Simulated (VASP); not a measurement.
Wanted: the native input for a VASP 6.6.1 run.

* Task: single point
* Functional: PBE
* Potentials or basis: VASP PAW PBE potentials, release 64 (B, Mg, N)
* Cutoff: 520 eV
* k mesh: 2 × 2 × 2, shifted
* Occupations: fermi-dirac, width 0.01 eV
* Spin: no spin polarisation
* Dipole correction: no
* Further INCAR settings: LREAL = Auto; ALGO = Normal; EDIFF = 1e-07; NBANDS = 82

The structure of MgB15N15 (a cell with a defect) lies in POSCAR:

```
MgB15N15
1.0
   -3.6241103844      3.6241103844     -3.6241103844
    3.6241103844      3.6241103844      3.6241103844
    3.6241103844     -3.6241103844     -3.6241103844
B Mg N
15 1 15
Direct
   -0.0054315652     -0.0051565760     -0.0216696841
    0.0082216797      0.2542055194      0.7573481480
    0.0082209004      0.5075250713      0.5040240317
   -0.0054330746      0.7285036811      0.2446580816
    0.2539297786      0.0085002721      0.7573459937
    0.2539257709      0.5075267638      0.2583136714
    0.2497869760      0.7516036383      0.0014200960
    0.5072439755      0.0084978320      0.5040217473
    0.5072467768      0.2542067386      0.2583146898
    0.4979436993      0.4982244044      0.0021748727
    0.4979458723      0.7523534517      0.7480390618
    0.7282258173     -0.0051534869      0.2446625832
    0.7513264419      0.2500693409      0.0014213965
    0.7520737666      0.4982195312      0.7480349219
    0.7513272511      0.7516061351      0.4998838857
    0.1832467260      0.1835135079      0.4333582305
   -0.0003886273      0.2505168556      0.0068923423
    0.0076586617      0.5054241829      0.7552389631
   -0.0003842175      0.7570783321      0.5003343938
    0.2502380997     -0.0001116258      0.0068875506
    0.2524919628      0.2527730387      0.7800121823
    0.2524885524      0.5301870847      0.5025821622
    0.2502399219      0.7570735263      0.2497064385
    0.5051498604      0.0079367753      0.7552431011
    0.5299080642      0.2527710803      0.5025812468
    0.5051462106      0.5054267557      0.2577549268
    0.5007941721      0.7510277839      0.0008430246
    0.7567986783     -0.0001097526      0.5003325959
    0.7567995857      0.2505195718      0.2497066613
    0.7507480301      0.5010693516      0.0008435732
    0.7507480111      0.7510265596      0.7508853496
```

The input as run:

INCAR

```
PREC = Accurate
ENCUT = 520
EDIFF = 1E-7
ISMEAR = -1
SIGMA = 0.01
LREAL = Auto
LASPH = True
NELM = 100
ALGO = Normal
ISIF = 2
LWAVE = False
LCHARG = False
GGA = PE
NBANDS = 82
```

KPOINTS

```
Automatic mesh
0
Gamma
  2 2 2
  0.5 0.5 0.5
```

Potentials or basis: VASP PAW PBE potentials, release 64 (B, Mg, N).

Launch:

```console
$ cat potpaw_PBE.64/B/POTCAR potpaw_PBE.64/Mg/POTCAR potpaw_PBE.64/N/POTCAR > POTCAR
$ mpirun -np 1 vasp_std > vasp.out
```

It gave:

```json
{
 "Pressure": "11.6 GPa",
 "Largest force": "0.244 eV/Å",
 "Band gap on the k mesh": "3.40 eV"
}
```

Caveat: the k points lie up to 0.61 Å⁻¹ apart.

Run time: 2.1 min on 1 thread of Intel(R) Xeon(R) Platinum 8488C (Sapphire Rapids), with other jobs on the host, peak memory 0.34 GiB.
